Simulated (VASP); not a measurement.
# RbCl (Fm-3m) in VASP: a series of runs

Aim: see how the results for RbCl move with the level of theory and the settings. Levels: LDA, r2SCAN, PBE, HSE06, PBE0. Tasks: relaxation of cell and atoms, single point.

Program: VASP 6.6.1. These are calculated values, not measurements. Logs are shortened: lines on timing, memory, paths and dates and some standing lists are left out, and cuts for length are marked.

**1. The cell of the first run**

The structure is cubic, space group Fm-3m (No. 225). The conventional cell has a = 6.698 Å, b = 6.698 Å, c = 6.698 Å, α = 90.00°, β = 90.00°, γ = 90.00°. Rb (site symmetry m-3m) has 6 Cl at 3.35 Å within 4.4 Å. Cl (site symmetry m-3m) has 6 Rb at 3.35 Å within 4.4 Å.

**2. Relaxation of cell and atoms, LDA**

File INCAR:

```
SYSTEM = RbCl
PREC = Accurate
ENCUT = 500
EDIFF = 1E-7
ISMEAR = -1
SIGMA = 0.02
LREAL = .False.
LASPH = .True.
NELM = 120
ALGO = Normal
ISIF = 3
LWAVE = .False.
LCHARG = .False.
GGA = CA
IBRION = 2
NSW = 80
EDIFFG = -0.005
GGA_COMPAT = .False.
NELMIN = 4
```

File KPOINTS:

```
regular mesh
0
Gamma
  6 6 6
  0 0 0
```

File POSCAR:

```
RbCl
1.0
    0.0000000000      3.3491260046      3.3491260046
    3.3491260046      0.0000000000      3.3491260046
    3.3491260046      3.3491260046      0.0000000000
Rb Cl
1 1
Direct
    0.0000000000      0.0000000000      0.0000000000
    0.5000000000      0.5000000000      0.5000000000
```

Potentials or basis: VASP PAW LDA potentials, release 64 (Rb_sv, Cl).

Launch:

```console
$ cat potpaw_LDA.64/Rb_sv/POTCAR potpaw_LDA.64/Cl/POTCAR > POTCAR
$ mpirun -np 1 vasp_std > vasp.out
```

OUTCAR:

```text
SYSTEM = RbCl
   PREC = Accurate
   ENCUT = 500
   EDIFF = 1E-7
   ISMEAR = -1
   LREAL = .False.
   LASPH = .True.
   NELM = 120
   ISIF = 3
   GGA = CA
   IBRION = 2
   NSW = 80
   EDIFFG = -0.005
   NELMIN = 4

 ion  position               nearest neighbor table
   1  0.000  0.000  0.000-   2 3.35   2 3.35   2 3.35   2 3.35   2 3.35   2 3.35
   2  0.500  0.500  0.500-   1 3.35   1 3.35   1 3.35   1 3.35   1 3.35   1 3.35

  LATTYP: Found a face centered cubic cell.
 ALAT       =     6.6982520092

  Lattice vectors:

 A1 = (   0.0000000000,   3.3491260046,   3.3491260046)
 A2 = (   3.3491260046,   0.0000000000,   3.3491260046)
 A3 = (   3.3491260046,   3.3491260046,   0.0000000000)

Analysis of symmetry for initial positions (statically):
=====================================================================
 Subroutine PRICEL returns:
 Original cell was already a primitive cell.

 Routine SETGRP: Setting up the symmetry group for a
 face centered cubic supercell.

 Subroutine GETGRP returns: Found 48 space group operations
 (whereof 48 operations were pure point group operations)
 out of a pool of 48 trial point group operations.

The static configuration has the point symmetry O_h .

Analysis of symmetry for dynamics (positions and initial velocities):
=====================================================================
 Subroutine PRICEL returns:
 Original cell was already a primitive cell.

 Routine SETGRP: Setting up the symmetry group for a
 face centered cubic supercell.

 Subroutine GETGRP returns: Found 48 space group operations
 (whereof 48 operations were pure point group operations)
 out of a pool of 48 trial point group operations.

The dynamic configuration has the point symmetry O_h .

 Subroutine INISYM returns: Found 48 space group operations
 (whereof 48 operations are pure point group operations),
 and found     1 'primitive' translations

----------------------------------------------------------------------------------------

                                     Primitive cell

  volume of cell :      75.1319

  direct lattice vectors                    reciprocal lattice vectors
     0.000000000  3.349126005  3.349126005    -0.149292681  0.149292681  0.149292681
     3.349126005  0.000000000  3.349126005     0.149292681 -0.149292681  0.149292681
     3.349126005  3.349126005  0.000000000     0.149292681  0.149292681 -0.149292681

  length of vectors
     4.736379418  4.736379418  4.736379418     0.258582509  0.258582509  0.258582509

  position of ions in fractional coordinates (direct lattice)
     0.000000000  0.000000000  0.000000000
     0.500000000  0.500000000  0.500000000

  ion indices of the primitive-cell ions
   primitive index   ion index
                 1           1
                 2           2

----------------------------------------------------------------------------------------

 KPOINTS: regular mesh

Automatic generation of k-mesh.
 Grid dimensions read from file:
 generate k-points for:    6    6    6

 Generating k-lattice:

  Cartesian coordinates                     Fractional coordinates (reciprocal lattice)
    -0.024882113  0.024882113  0.024882113     0.166666667  0.000000000  0.000000000
     0.024882113 -0.024882113  0.024882113     0.000000000  0.166666667  0.000000000
     0.024882113  0.024882113 -0.024882113     0.000000000  0.000000000  0.166666667

  Length of vectors
     0.043097085  0.043097085  0.043097085

  Shift w.r.t. Gamma in fractional coordinates (k-lattice)
     0.000000000  0.000000000  0.000000000

 Subroutine IBZKPT returns following result:
 ===========================================

 Found     16 irreducible k-points:

 Following reciprocal coordinates:
            Coordinates               Weight
  0.000000  0.000000  0.000000      1.000000
  0.166667  0.000000  0.000000      8.000000
  0.333333  0.000000  0.000000      8.000000
  0.500000  0.000000  0.000000      4.000000
  0.166667  0.166667  0.000000      6.000000
  0.333333  0.166667  0.000000     24.000000
[... 8 lines left out ...]
 -0.333333  0.333333  0.166667     24.000000
 -0.333333  0.500000  0.166667     12.000000
   k-points           NKPTS =     16   k-points in BZ     NKDIM =     16   number of bands    NBANDS=     12
   number of dos      NEDOS =    301   number of ions     NIONS =      2
   total plane-waves  NPLWV =  46656
   dimension x,y,z NGX =    36 NGY =   36 NGZ =   36
   dimension x,y,z NGXF=    72 NGYF=   72 NGZF=   72
   ions per type =               1   1
   NGX,Y,Z   is equivalent  to a cutoff of  12.64, 12.64, 12.64 a.u.
   NGXF,Y,Z  is equivalent  to a cutoff of  25.27, 25.27, 25.27 a.u.
 SYSTEM =  RbCl
   PREC   = accura    normal or accurate (medium, high low for compatibility)
   ISTART =      0    job   : 0-new  1-cont  2-samecut
   ICHARG =      2    charge: 1-file 2-atom 10-const
   ISPIN  =      1    spin polarized calculation?
   LNONCOLLINEAR =      F non collinear calculations
   LSORBIT =      F    spin-orbit coupling
   LASPH  =      T    aspherical Exc in radial PAW
   ENCUT  =  500.0 eV  36.75 Ry    6.06 a.u.   8.64  8.64  8.64*2*pi/ulx,y,z
   NELM   =    120;   NELMIN=  4; NELMDL= -5     # of ELM steps
   EDIFF  = 0.1E-06   stopping-criterion for ELM
   LREAL  =      F    real-space projection
   EDIFFG = -.5E-02   stopping-criterion for IOM
   NSW    =     80    number of steps for IOM
   IBRION =      2    ionic relax: 0-MD 1-quasi-New 2-CG
   NFREE  =      1    steps in history (QN), initial steepest desc. (CG)
   ISIF   =      3    stress and relaxation
   ISYM   =      2    0-nonsym 1-usesym 2-fastsym
   POTIM  = 0.5000    time-step for ionic-motion
   TEBEG  =    0.0;   TEEND  =   0.0 temperature during run
   PSTRESS=    0.0 pullay stress
   NELECT =      16.0000    total number of electrons
   NUPDOWN=      -1.0000    fix difference up-down
   EMIN   =  10.00;   EMAX   =-10.00  energy-range for DOS
   EFERMI =   0.00;   METHOD = LEGACY
   ISMEAR =    -1;   SIGMA  =   0.02  broadening in eV -4-tet -1-fermi 0-gaus
   EFERMI_NEDOS =   21; number of points for ismear=-14 and -15
   IALGO  =     38    algorithm
   IMIX   =      4    mixing-type and parameters
     AMIX     =   0.40;   BMIX     =  1.00
     AMIX_MAG =   1.60;   BMIX_MAG =  1.00
  volume/ion in A,a.u.               =      37.57       253.51
  Fermi-wavevector in a.u.,A,eV,Ry     =   0.977627  1.847448 13.003839  0.955755
  Thomas-Fermi vector in A             =   2.108340
   LORBIT       =      0    0 simple, 1 ext, 2 COOP (PROOUT), +10 PAW based schemes
   GGA     = CA    functional components
   LHFCALC =     F    Hartree Fock is set to
   AEXX    =    0.0000 exact exchange contribution
   IVDW    =     0    specifies the selected vdW correction
   LEPSILON=     F    determine dielectric tensor
   LRPA    =     F    only Hartree local field effects (RPA)
 conjugate gradient relaxation of ions
 non-spin polarized calculation
  energy-cutoff  :      500.00
  volume of cell :       75.13
 maximum number of plane-waves:      1932
 NGX is ok and might be reduce to    36
   NGX = 17   NGY = 17   NGZ = 17

--------------------------------------- Ionic step        1  -------------------------------------------

 number of electron      15.9999999 magnetization

 Free energy of the ion-electron system (eV)
  ---------------------------------------------------
  ext. energy  EPLUGINS =         0.00000000
  ---------------------------------------------------
  free energy    TOTEN  =        -7.18894958 eV

  energy without entropy =       -7.18894958  energy(sigma->0) =       -7.18894958

------------------------ aborting loop because EDIFF is reached ----------------------------------------

  FORCE on cell =-STRESS in cart. coord.  units (eV):
  Direction    XX          YY          ZZ          XY          YZ          ZX
  --------------------------------------------------------------------------------------
  -------------------------------------------------------------------------------------
  Total       -1.0288600     -1.0288600     -1.0288600      0.0000000      0.0000000     -0.0000000
  in kB      -21.9402915    -21.9402915    -21.9402915      0.0000000      0.0000000     -0.0000000
  external PRESSURE =     -21.9402915 kB  Pullay stress =       0.0000000 kB

 VOLUME and BASIS-vectors are now :
 -----------------------------------------------------------------------------
  energy-cutoff  :      500.00
  volume of cell :       75.13
      direct lattice vectors                 reciprocal lattice vectors
     0.000000000  3.349126005  3.349126005    -0.149292681  0.149292681  0.149292681
     3.349126005  0.000000000  3.349126005     0.149292681 -0.149292681  0.149292681
     3.349126005  3.349126005  0.000000000     0.149292681  0.149292681 -0.149292681

 POSITION                                       TOTAL-FORCE (eV/Angst)
 -----------------------------------------------------------------------------------
      0.00000      0.00000      0.00000        -0.000000     -0.000000     -0.000000
      3.34913      3.34913      3.34913         0.000000      0.000000      0.000000
 -----------------------------------------------------------------------------------
    total drift:                                0.000000      0.000000      0.000000

  FREE ENERGIE OF THE ION-ELECTRON SYSTEM (eV)
  ---------------------------------------------------
  free  energy   TOTEN  =        -7.1889495823 eV
[... 53 lines left out ...]
 VOLUME and BASIS-vectors are now :
 -----------------------------------------------------------------------------
  energy-cutoff  :      500.00
  volume of cell :       65.49
      direct lattice vectors                 reciprocal lattice vectors
     0.000000000  3.199172490  3.199172490    -0.156290416  0.156290416  0.156290416
     3.199172490  0.000000000  3.199172490     0.156290416 -0.156290416  0.156290416
     3.199172490  3.199172490  0.000000000     0.156290416  0.156290416 -0.156290416

 POSITION                                       TOTAL-FORCE (eV/Angst)
 -----------------------------------------------------------------------------------
      0.00000      0.00000      0.00000        -0.000000     -0.000000     -0.000000
      3.19917      3.19917      3.19917         0.000000      0.000000      0.000000
 -----------------------------------------------------------------------------------
    total drift:                                0.000000      0.000000      0.000000

  FREE ENERGIE OF THE ION-ELECTRON SYSTEM (eV)
  ---------------------------------------------------
  free  energy   TOTEN  =        -7.2688832403 eV

  energy  without entropy=       -7.2688832403  energy(sigma->0) =       -7.26888324

--------------------------------------- Ionic step        4  -------------------------------------------

 number of electron      15.9999998 magnetization

 Free energy of the ion-electron system (eV)
  ---------------------------------------------------
  ext. energy  EPLUGINS =         0.00000000
  ---------------------------------------------------
  free energy    TOTEN  =        -7.26909489 eV

  energy without entropy =       -7.26909489  energy(sigma->0) =       -7.26909489

 E-fermi :  -1.3413     XC(G=0):  -8.2836

 val. band max:       -1.7674101119   @ k =   0.0000   0.0000   0.0000
 cond. band min:       3.0819971729   @ k =   0.0000   0.0000   0.0000
 fundamental gap:      4.8494072848
 Fermi energy:        -1.3413280223

 k-point     1 :       0.0000    0.0000    0.0000
  band No.  band energies     occupation
      1     -25.3522      2.00000
      2     -13.7619      2.00000
      3      -9.4658      2.00000
      4      -9.4658      2.00000
      5      -9.4658      2.00000
      6      -1.7674      2.00000
      7      -1.7674      2.00000
      8      -1.7674      2.00000
      9       3.0820      0.00000
     10       5.9791      0.00000
     11       5.9791      0.00000
     12       5.9791      0.00000

 k-point     2 :       0.1667    0.0000    0.0000
  band No.  band energies     occupation
      1     -25.3453      2.00000
      2     -13.7888      2.00000
      3      -9.4697      2.00000
      4      -9.4697      2.00000
      5      -9.4516      2.00000
      6      -2.0995      2.00000
      7      -1.8892      2.00000
      8      -1.8892      2.00000
      9       3.7868      0.00000
     10       5.7893      0.00000
     11       6.3633      0.00000
     12       6.3633      0.00000
[... 221 lines left out ...]
 VOLUME and BASIS-vectors are now :
 -----------------------------------------------------------------------------
  energy-cutoff  :      500.00
  volume of cell :       64.97
      direct lattice vectors                 reciprocal lattice vectors
     0.000000000  3.190693765  3.190693765    -0.156705731  0.156705731  0.156705731
     3.190693765  0.000000000  3.190693765     0.156705731 -0.156705731  0.156705731
     3.190693765  3.190693765  0.000000000     0.156705731  0.156705731 -0.156705731

 POSITION                                       TOTAL-FORCE (eV/Angst)
 -----------------------------------------------------------------------------------
      3.19069      6.38139      3.19069        -0.000000     -0.000000     -0.000000
      3.19069      3.19069      3.19069         0.000000      0.000000      0.000000
 -----------------------------------------------------------------------------------
    total drift:                                0.000000      0.000000      0.000000

  FREE ENERGIE OF THE ION-ELECTRON SYSTEM (eV)
  ---------------------------------------------------
  free  energy   TOTEN  =        -7.2690948873 eV

  energy  without entropy=       -7.2690948873  energy(sigma->0) =       -7.26909489

 reached required accuracy - stopping structural energy minimisation
```

Run time: 27 s. Hardware: 1 thread of AMD EPYC 9R45 (Zen 5), shared host; peak memory 0.15 GiB.

What came out:

| Item | Value |
| --- | --- |
| Free energy | -7.2691 eV |
| Relaxed volume | 32.48 Å³/atom |
| Relaxed cell | a = 4.512 Å, b = 4.512 Å, c = 4.512 Å, α = 60.00°, β = 60.00°, γ = 60.00° |
| Space group after relaxing (to 0.05 Å) | Fm-3m (No. 225) |
| Energy gained by relaxing | 40.1 meV/atom |
| Ionic steps | 4 |
| Pressure after relaxing | 0.0 GPa |
| Band gap on the k mesh | 4.85 eV, direct |

Step by step:
```csv
step,energy change (eV),largest force (eV/Å),pressure (GPa),volume (Å³)
1,0.0000,0.0000,-2.19,75.13
2,-0.0604,0.0000,-1.27,69.68
3,-0.0799,0.0000,-0.15,65.49
4,-0.0801,0.0000,0.02,64.97
```

Final structure:
```xyz
2
Lattice="0.0000 3.1907 3.1907 3.1907 0.0000 3.1907 3.1907 3.1907 0.0000" Properties=species:S:1:pos:R:3 pbc="T T T"
Rb    3.1907    6.3814    3.1907
Cl    3.1907    3.1907    3.1907
```

Caveat: the volume moved by -14 % from the deposited cell, more than functionals usually miss. A hybrid or GW would open this gap; LDA tends to underestimate it.

**3. Relaxation of cell and atoms, r2SCAN**

POSCAR is that of step 2.

File INCAR.step1:

```
ALGO = Normal
EDIFF = 1E-5
EDIFFG = -0.005
ENCUT = 550
GGA = PE
GGA_COMPAT = False
IBRION = 2
ISIF = 3
ISMEAR = -1
LASPH = True
LCHARG = False
LREAL = False
LWAVE = True
NELM = 120
NELMIN = 4
NSW = 100
PREC = Accurate
SIGMA = 0.02
```

File INCAR.step2:

```
ALGO = Normal
EDIFF = 1E-7
EDIFFG = -0.005
ENCUT = 550
GGA_COMPAT = False
IBRION = 2
ISIF = 3
ISMEAR = -1
ISTART = 1
LASPH = True
LCHARG = False
LMIXTAU = True
LREAL = False
LWAVE = False
METAGGA = R2SCAN
NELM = 120
NELMIN = 4
NSW = 80
PREC = Accurate
SIGMA = 0.02
```

File KPOINTS:

```
k-points
0
Gamma
  6 6 6
```

Potentials or basis: VASP PAW PBE potentials, release 64 (Rb_sv, Cl).

Launch:

```console
$ cat potpaw_PBE.64/Rb_sv/POTCAR potpaw_PBE.64/Cl/POTCAR > POTCAR
$ cp INCAR.step1 INCAR
$ mpirun -np 1 vasp_std > vasp.out
$ cp INCAR.step2 INCAR
$ mpirun -np 1 vasp_std > vasp.out
```

Run time: 3 min. Hardware: 1 thread of AMD EPYC 9R45 (Zen 5), shared host; peak memory 0.2 GiB.

Results (log left out):

```yaml
Free_energy: -24.3860 eV
Relaxed_volume: 36.21 Å³/atom
Relaxed_cell: a = 4.679 Å, b = 4.679 Å, c = 4.679 Å, α = 60.00°, β = 60.00°, γ = 60.00°
Space_group_after_relaxing_to_0.05_Å: Fm-3m (No. 225)
Energy_gained_by_relaxing: 2.5 meV/atom
Ionic_steps: 4
Pressure_after_relaxing: 0.0 GPa
Band_gap_on_the_k_mesh: 5.55 eV, direct
```

Step by step:
```tsv
step	energy change (eV)	largest force (eV/Å)	pressure (GPa)	volume (Å³)
1	0.0000	0.0000	-0.57	75.13
2	-0.0038	0.0000	-0.28	73.70
3	-0.0050	0.0000	-0.03	72.52
4	-0.0050	0.0000	0.00	72.41
```

Final structure:
```
Rb Cl
1.0
     0.00000    3.30821    3.30821
     3.30821    0.00000    3.30821
     3.30821    3.30821    0.00000
Rb Cl
1 1
Cartesian
  6.6164 6.6164 6.6164
  3.3082 3.3082 3.3082
```

Levels at points of the mesh, in eV from the valence-band top:
```tsv
k point	band 6	band 7	band 8	band 9	band 10	band 11
(0.00, 0.00, 0.00)	0.00	0.00	0.00	5.55	8.60	8.60
(0.50, 0.00, 0.00)	-0.82	-0.32	-0.32	8.17	8.48	10.85
(0.50, 0.50, 0.00)	-0.33	-0.10	-0.10	6.67	8.84	10.13
```

Caveat: the PAW data sets were made with another functional, which shifts forces and pressure a little.

(Continued in part 2 of 2.)
